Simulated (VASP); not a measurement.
# Ca (P6_3/mmc) in VASP: further runs

The runs below take Ca through electric field gradients, with PBE.

Program: VASP 6.6.1. These are calculated values, not measurements. Logs are shortened: lines on timing, memory, paths and dates and some standing lists are left out, and cuts for length are marked.

### 1 The cell of the first run

It takes space group P6_3/mmc (No. 194, hexagonal). Conventional cell: a = 4.032 Å, b = 4.032 Å, c = 6.606 Å, α = 90.00°, β = 90.00°, γ = 120.00°. Ca (site symmetry -6m2) has 12 Ca at 4.03 to 4.04 Å within 5.3 Å.

### 2 Electric field gradients, PBE (volume scaled by 1.04)

Input file INCAR:

```
SYSTEM = Ca
  PREC = Accurate
  ENCUT = 520
  EDIFF = 1E-8
  ISMEAR = -1
  SIGMA = 0.08
  LREAL = .FALSE.
  LASPH = .TRUE.
  NELM = 100
  ALGO = Normal
  ISIF = 2
  LWAVE = .FALSE.
  LCHARG = .FALSE.
  GGA = PE
  LEFG = .TRUE.
  NBANDS = 17
```

Input file KPOINTS:

```
Automatic mesh
0
G
  11 11 6
  0 0 0
```

Input file POSCAR:

```
Ca
1.0
    4.0323739415      0.0000000000      0.0000000000
   -2.0161869708      3.4921382709      0.0000000000
    0.0000000000      0.0000000000      6.6057993129
Ca
2
Direct
    0.3333333333      0.6666666667      0.2500000000
    0.6666666667      0.3333333333      0.7500000000
```

Potentials or basis: VASP PAW PBE potentials, release 64 (Ca_sv).

On the command line:

```console
$ cat potpaw_PBE.64/Ca_sv/POTCAR > POTCAR
$ mpirun -np 1 vasp_std > vasp.out
```

OUTCAR:

```text
SYSTEM = Ca
   PREC = Accurate
   ENCUT = 520
   EDIFF = 1E-8
   ISMEAR = -1
   LREAL = .FALSE.
   LASPH = .TRUE.
   NELM = 100
   ISIF = 2
   GGA = PE

 ion  position               nearest neighbor table
   1  0.333  0.667  0.250-
   2  0.667  0.333  0.750-

  LATTYP: Found a hexagonal cell.
 ALAT       =     4.0323739415
 C/A-ratio  =     1.6381911521

  Lattice vectors:

 A1 = (   4.0323739415,   0.0000000000,   0.0000000000)
 A2 = (  -2.0161869708,   3.4921382709,   0.0000000000)
 A3 = (   0.0000000000,   0.0000000000,   6.6057993129)

Analysis of symmetry for initial positions (statically):
=====================================================================
 Subroutine PRICEL returns:
 Original cell was already a primitive cell.

 Routine SETGRP: Setting up the symmetry group for a
 hexagonal supercell.

 Subroutine GETGRP returns: Found 24 space group operations
 (whereof 12 operations were pure point group operations)
 out of a pool of 24 trial point group operations.

The static configuration has the point symmetry D_3d.
 The point group associated with its full space group is D_6h.

Analysis of symmetry for dynamics (positions and initial velocities):
=====================================================================
 Subroutine PRICEL returns:
 Original cell was already a primitive cell.

 Routine SETGRP: Setting up the symmetry group for a
 hexagonal supercell.

 Subroutine GETGRP returns: Found 24 space group operations
 (whereof 12 operations were pure point group operations)
 out of a pool of 24 trial point group operations.

The dynamic configuration has the point symmetry D_3d.
 The point group associated with its full space group is D_6h.

 Subroutine INISYM returns: Found 24 space group operations
 (whereof 12 operations are pure point group operations),
 and found     1 'primitive' translations

----------------------------------------------------------------------------------------

                                     Primitive cell

  volume of cell :      93.0203

  direct lattice vectors                    reciprocal lattice vectors
     4.032373942  0.000000000  0.000000000     0.247992873  0.143178752  0.000000000
    -2.016186971  3.492138271  0.000000000     0.000000000  0.286357504  0.000000000
[... 116 lines left out ...]
 non-spin polarized calculation
  energy-cutoff  :      520.00
  volume of cell :       93.02
 maximum number of plane-waves:      2539
 NGX is ok and might be reduce to    30
   NGX = 15   NGY = 15   NGZ = 25

 number of electron      20.0000002 magnetization

 Free energy of the ion-electron system (eV)
  ---------------------------------------------------
  ext. energy  EPLUGINS =         0.00000000
  ---------------------------------------------------
  free energy    TOTEN  =        -3.84418768 eV

  energy without entropy =       -3.79147261  energy(sigma->0) =       -3.81783014

 E-fermi :   1.6265     XC(G=0):  -7.4401

 val. band max:        1.6060025407   @ k =   0.3636   0.0909   0.0000
 cond. band min:       1.6325881759   @ k =   0.3636   0.2727   0.5000
 fundamental gap:      0.0265856352
 Fermi energy:         1.6264674454

 k-point     1 :       0.0000    0.0000    0.0000
  band No.  band energies     occupation
      1     -40.6420      2.00000
      2     -40.6336      2.00000
      3     -21.6595      2.00000
      4     -21.5838      2.00000
      5     -21.5838      2.00000
      6     -21.5704      2.00000
[... 457 lines left out ...]
      4     -21.6129      2.00000
      5     -21.6091      2.00000
      6     -21.5930      2.00000
[... 9 lines left out ...]
     16       4.2907      0.00000
     17       4.4611      0.00000

 [... further k-points ...]
[... 5 lines left out ...]
  --------------------------------------------------------------------------------------
  -------------------------------------------------------------------------------------
  Total       -0.7882007     -0.7882007     -0.7852834      0.0000000     -0.0000000      0.0000000
  in kB      -13.5759363    -13.5759363    -13.5256890      0.0000000     -0.0000000      0.0000000
  external PRESSURE =     -13.5591872 kB  Pullay stress =       0.0000000 kB

 VOLUME and BASIS-vectors are now :
 -----------------------------------------------------------------------------
  energy-cutoff  :      520.00
  volume of cell :       93.02
      direct lattice vectors                 reciprocal lattice vectors
     4.032373942  0.000000000  0.000000000     0.247992873  0.143178752  0.000000000
    -2.016186971  3.492138271  0.000000000     0.000000000  0.286357504  0.000000000
     0.000000000  0.000000000  6.605799313     0.000000000  0.000000000  0.151382134

 POSITION                                       TOTAL-FORCE (eV/Angst)
 -----------------------------------------------------------------------------------
     -0.00000      2.32809      1.65145         0.000000     -0.000000      0.000000
      2.01619      1.16405      4.95435        -0.000000      0.000000      0.000000
 -----------------------------------------------------------------------------------
    total drift:                               -0.000000      0.000000     -0.000000

  FREE ENERGIE OF THE ION-ELECTRON SYSTEM (eV)
  ---------------------------------------------------
  free  energy   TOTEN  =        -3.8441876793 eV

  energy  without entropy=       -3.7914726077  energy(sigma->0) =       -3.81783014

 Electric field gradients (V/A^2)
---------------------------------------------------------------------
 ion       V_xx      V_yy      V_zz      V_xy      V_xz      V_yz
---------------------------------------------------------------------
   1       1.250     1.249    -2.499    -0.001     0.000    -0.000
   2       1.250     1.249    -2.499    -0.001    -0.000     0.000
---------------------------------------------------------------------

 Electric field gradients after diagonalization (V/A^2)
 (convention: |V_zz| > |V_xx| > |V_yy|)
----------------------------------------------------------------------
 ion       V_xx      V_yy      V_zz     asymmetry (V_yy - V_xx)/ V_zz
----------------------------------------------------------------------
   1       1.251     1.249    -2.499       0.001
   2       1.251     1.249    -2.499       0.001
----------------------------------------------------------------------

           NMR quadrupolar parameters

 Cq : quadrupolar parameter    Cq=e*Q*V_zz/h
 eta: asymmetry parameters     (V_yy - V_xx)/ V_zz
 Q  : nuclear electric quadrupole moment in mb (millibarn)
----------------------------------------------------------------------
 ion       Cq(MHz)       eta       Q (mb)
----------------------------------------------------------------------
   1      -0.006       0.001       1.000
   2      -0.006       0.001       1.000
----------------------------------------------------------------------
```

stdout:

```text
POSCAR found type information on POSCAR Ca
 POSCAR found :  1 types and       2 ions
 scaLAPACK will be used
 LDA part: xc-table for (Slater+PW92), standard interpolation
 POSCAR, INCAR and KPOINTS ok, starting setup
 FFT: planning ... GRIDC
 FFT: planning ... GRID_SOFT
 FFT: planning ... GRID
 WAVECAR not read
 entering main loop
ion   1

ion   2
```

Run time: 92 s. Hardware: 1 thread of Intel Xeon Platinum 8259CL at 2.50GHz (Skylake/Cascade Lake), shared host; peak memory 0.24 GiB.

What came out:

```yaml
Free_energy: -3.8442 eV
Pressure: -1.4 GPa
Band_gap_on_the_k_mesh: zero (band 10 reaches 1.84 eV, above the bottom of band 11 at 1.36 eV)
```

Levels at points of the mesh, in eV from the Fermi level:
```csv
k point,band 7,band 8,band 9,band 10,band 11,band 12,band 13,band 14
"(0.00, 0.00, 0.00)",-23.20,-23.19,-3.89,-1.00,-0.27,2.15,2.16,2.16
"(0.00, 0.00, 0.50)",-23.20,-23.20,-2.95,-2.95,1.33,1.33,2.15,2.15
```

Electric field gradients, principal values (V/Å²):
| atom | least | middle | greatest (by size) |
| --- | --- | --- | --- |
| 1 Ca | 1.249 | 1.251 | -2.499 |
| 2 Ca | 1.249 | 1.251 | -2.499 |

Caveat: without QUAD_EFG the Cq values of the log hold for a quadrupole moment of 1 mb, not for the nuclei.

### 3 Electric field gradients, PBE (volume scaled by 0.96)

Input file INCAR:

```
ALGO     = Normal         # electronic algorithm
EDIFF    = 1E-8           # SCF threshold, eV
ENCUT    = 520            # plane-wave cutoff, eV
GGA      = PE             # functional
ISIF     = 2              # what is computed and relaxed
ISMEAR   = -1             # smearing method
LASPH    = T              # aspherical terms in the spheres
LCHARG   = F              # write CHGCAR
LEFG     = T            
LREAL    = F              # projectors in reciprocal space
LWAVE    = F              # write WAVECAR
NBANDS   = 17             # bands
NELM     = 60             # most SCF steps
PREC     = Accurate       # precision mode
SIGMA    = 0.08           # smearing width, eV
```

Input file KPOINTS:

```
k-points
0
Gamma
  11 11 6
```

Input file POSCAR:

```
Ca
1.0
    3.9262091494      0.0000000000      0.0000000000
   -1.9631045747      3.4001968640      0.0000000000
    0.0000000000      0.0000000000      6.4318810898
Ca
2
Direct
    0.3333333333      0.6666666667      0.2500000000
    0.6666666667      0.3333333333      0.7500000000
```

Potentials or basis: VASP PAW PBE potentials, release 64 (Ca_sv).

On the command line:

```console
$ cat potpaw_PBE.64/Ca_sv/POTCAR > POTCAR
$ mpirun -np 1 vasp_std > vasp.out
```

OUTCAR:

```text
EDIFF = 1E-8
   ENCUT = 520
   GGA = PE
   ISIF = 2
   ISMEAR = -1
   LASPH = T
   LREAL = F
   NELM = 60
   PREC = Accurate

 ion  position               nearest neighbor table
   1  0.333  0.667  0.250-
   2  0.667  0.333  0.750-

  LATTYP: Found a hexagonal cell.
 ALAT       =     3.9262091494
 C/A-ratio  =     1.6381911521

  Lattice vectors:

 A1 = (   3.9262091494,   0.0000000000,   0.0000000000)
 A2 = (  -1.9631045747,   3.4001968640,   0.0000000000)
 A3 = (   0.0000000000,   0.0000000000,   6.4318810898)

Analysis of symmetry for initial positions (statically):
=====================================================================
 Subroutine PRICEL returns:
 Original cell was already a primitive cell.

 Routine SETGRP: Setting up the symmetry group for a
 hexagonal supercell.

 Subroutine GETGRP returns: Found 24 space group operations
 (whereof 12 operations were pure point group operations)
 out of a pool of 24 trial point group operations.

The static configuration has the point symmetry D_3d.
 The point group associated with its full space group is D_6h.

Analysis of symmetry for dynamics (positions and initial velocities):
=====================================================================
 Subroutine PRICEL returns:
 Original cell was already a primitive cell.

 Routine SETGRP: Setting up the symmetry group for a
 hexagonal supercell.

 Subroutine GETGRP returns: Found 24 space group operations
 (whereof 12 operations were pure point group operations)
 out of a pool of 24 trial point group operations.

The dynamic configuration has the point symmetry D_3d.
 The point group associated with its full space group is D_6h.

 Subroutine INISYM returns: Found 24 space group operations
 (whereof 12 operations are pure point group operations),
 and found     1 'primitive' translations

----------------------------------------------------------------------------------------

                                     Primitive cell

  volume of cell :      85.8649

  direct lattice vectors                    reciprocal lattice vectors
     3.926209149  0.000000000  0.000000000     0.254698607  0.147050309  0.000000000
    -1.963104575  3.400196864  0.000000000     0.000000000  0.294100618  0.000000000
     0.000000000  0.000000000  6.431881090     0.000000000  0.000000000  0.155475511

  length of vectors
     3.926209149  3.926209149  6.431881090     0.294100618  0.294100618  0.155475511

  position of ions in fractional coordinates (direct lattice)
     0.333333333  0.666666667  0.250000000
     0.666666667  0.333333333  0.750000000

  ion indices of the primitive-cell ions
   primitive index   ion index
                 1           1
                 2           2

----------------------------------------------------------------------------------------

 KPOINTS: k-points

Automatic generation of k-mesh.
 Grid dimensions read from file:
 generate k-points for:   11   11    6
[... 65 lines left out ...]
   LREAL  =      F    real-space projection
   EDIFFG = 0.1E-06   stopping-criterion for IOM
   NSW    =      0    number of steps for IOM
   IBRION =     -1    ionic relax: 0-MD 1-quasi-New 2-CG
   NFREE  =      0    steps in history (QN), initial steepest desc. (CG)
   ISIF   =      2    stress and relaxation
   ISYM   =      2    0-nonsym 1-usesym 2-fastsym
   POTIM  = 0.5000    time-step for ionic-motion
   TEBEG  =    0.0;   TEEND  =   0.0 temperature during run
   PSTRESS=    0.0 pullay stress
   NELECT =      20.0000    total number of electrons
   NUPDOWN=      -1.0000    fix difference up-down
   EMIN   =  10.00;   EMAX   =-10.00  energy-range for DOS
   EFERMI =   0.00;   METHOD = LEGACY
   ISMEAR =    -1;   SIGMA  =   0.08  broadening in eV -4-tet -1-fermi 0-gaus
   EFERMI_NEDOS =   21; number of points for ismear=-14 and -15
   IALGO  =     38    algorithm
   IMIX   =      4    mixing-type and parameters
     AMIX     =   0.40;   BMIX     =  1.00
     AMIX_MAG =   1.60;   BMIX_MAG =  1.00
  volume/ion in A,a.u.               =      42.93       289.72
  Fermi-wavevector in a.u.,A,eV,Ry     =   1.007271  1.903466 13.804401  1.014595
  Thomas-Fermi vector in A             =   2.140065
   LORBIT       =      0    0 simple, 1 ext, 2 COOP (PROOUT), +10 PAW based schemes
   GGA     = PE    functional components
   LHFCALC =     F    Hartree Fock is set to
   AEXX    =    0.0000 exact exchange contribution
   IVDW    =     0    specifies the selected vdW correction
   LEPSILON=     F    determine dielectric tensor
   LRPA    =     F    only Hartree local field effects (RPA)
 non-spin polarized calculation
  energy-cutoff  :      520.00
  volume of cell :       85.86
 maximum number of plane-waves:      2364
 NGX is ok and might be reduce to    30
   NGX = 15   NGY = 15   NGZ = 23

 number of electron      19.9999992 magnetization

 Free energy of the ion-electron system (eV)
  ---------------------------------------------------
  ext. energy  EPLUGINS =         0.00000000
  ---------------------------------------------------
  free energy    TOTEN  =        -3.87905912 eV

  energy without entropy =       -3.82766392  energy(sigma->0) =       -3.85336152

 E-fermi :   1.9344     XC(G=0):  -7.6816

 val. band max:        1.9220302941   @ k =   0.3636   0.2727   0.5000
 cond. band min:       1.9433550440   @ k =   0.1818   0.1818   0.0000
 fundamental gap:      0.0213247499
 Fermi energy:         1.9344492256

 k-point     1 :       0.0000    0.0000    0.0000
  band No.  band energies     occupation
      1     -40.1500      2.00000
      2     -40.1377      2.00000
      3     -21.1930      2.00000
      4     -21.0898      2.00000
      5     -21.0898      2.00000
      6     -21.0721      2.00000
[... 457 lines left out ...]
      4     -21.1295      2.00000
      5     -21.1244      2.00000
      6     -21.1023      2.00000
[... 9 lines left out ...]
     16       4.7526      0.00000
     17       4.9401      0.00000

 [... further k-points ...]
[... 5 lines left out ...]
  --------------------------------------------------------------------------------------
  -------------------------------------------------------------------------------------
  Total       -0.1206275     -0.1206275     -0.0561297      0.0000000     -0.0000000      0.0000000
  in kB       -2.2508232     -2.2508232     -1.0473398      0.0000000     -0.0000000      0.0000000
  external PRESSURE =      -1.8496621 kB  Pullay stress =       0.0000000 kB

 VOLUME and BASIS-vectors are now :
 -----------------------------------------------------------------------------
  energy-cutoff  :      520.00
  volume of cell :       85.86
      direct lattice vectors                 reciprocal lattice vectors
     3.926209149  0.000000000  0.000000000     0.254698607  0.147050309  0.000000000
    -1.963104575  3.400196864  0.000000000     0.000000000  0.294100618  0.000000000
     0.000000000  0.000000000  6.431881090     0.000000000  0.000000000  0.155475511

 POSITION                                       TOTAL-FORCE (eV/Angst)
 -----------------------------------------------------------------------------------
     -0.00000      2.26680      1.60797        -0.000000      0.000000      0.000000
      1.96310      1.13340      4.82391         0.000000     -0.000000      0.000000
 -----------------------------------------------------------------------------------
    total drift:                               -0.000000      0.000000     -0.000000

  FREE ENERGIE OF THE ION-ELECTRON SYSTEM (eV)
  ---------------------------------------------------
  free  energy   TOTEN  =        -3.8790591182 eV

  energy  without entropy=       -3.8276639211  energy(sigma->0) =       -3.85336152

 Electric field gradients (V/A^2)
---------------------------------------------------------------------
 ion       V_xx      V_yy      V_zz      V_xy      V_xz      V_yz
---------------------------------------------------------------------
   1       1.733     1.733    -3.465     0.000     0.000    -0.000
   2       1.733     1.733    -3.465     0.000    -0.000     0.000
---------------------------------------------------------------------

 Electric field gradients after diagonalization (V/A^2)
 (convention: |V_zz| > |V_xx| > |V_yy|)
----------------------------------------------------------------------
 ion       V_xx      V_yy      V_zz     asymmetry (V_yy - V_xx)/ V_zz
----------------------------------------------------------------------
   1       1.733     1.732    -3.465       0.000
   2       1.733     1.732    -3.465       0.000
----------------------------------------------------------------------

           NMR quadrupolar parameters

 Cq : quadrupolar parameter    Cq=e*Q*V_zz/h
 eta: asymmetry parameters     (V_yy - V_xx)/ V_zz
 Q  : nuclear electric quadrupole moment in mb (millibarn)
----------------------------------------------------------------------
 ion       Cq(MHz)       eta       Q (mb)
----------------------------------------------------------------------
   1      -0.008       0.000       1.000
   2      -0.008       0.000       1.000
----------------------------------------------------------------------
```

It took 60 s on 1 thread of Intel Xeon Platinum 8559C (Emerald Rapids), shared host; peak memory 0.22 GiB.

Results:

| Property | Result |
| --- | --- |
| Free energy | -3.8791 eV |
| Pressure | -0.2 GPa |
| Band gap on the k mesh | zero (band 10 reaches 2.12 eV, above the bottom of band 11 at 1.71 eV) |

Stress tensor (GPa, compression positive):
```
-0.23  0.00  0.00
 0.00 -0.23  0.00
 0.00  0.00 -0.10
```

Electric field gradients, principal values (V/Å²):
```tsv
atom	least	middle	greatest (by size)
1 Ca	1.732	1.733	-3.465
2 Ca	1.732	1.733	-3.465
```

Caveat: without QUAD_EFG the Cq values of the log hold for a quadrupole moment of 1 mb, not for the nuclei.

[end of part 1 of 2]
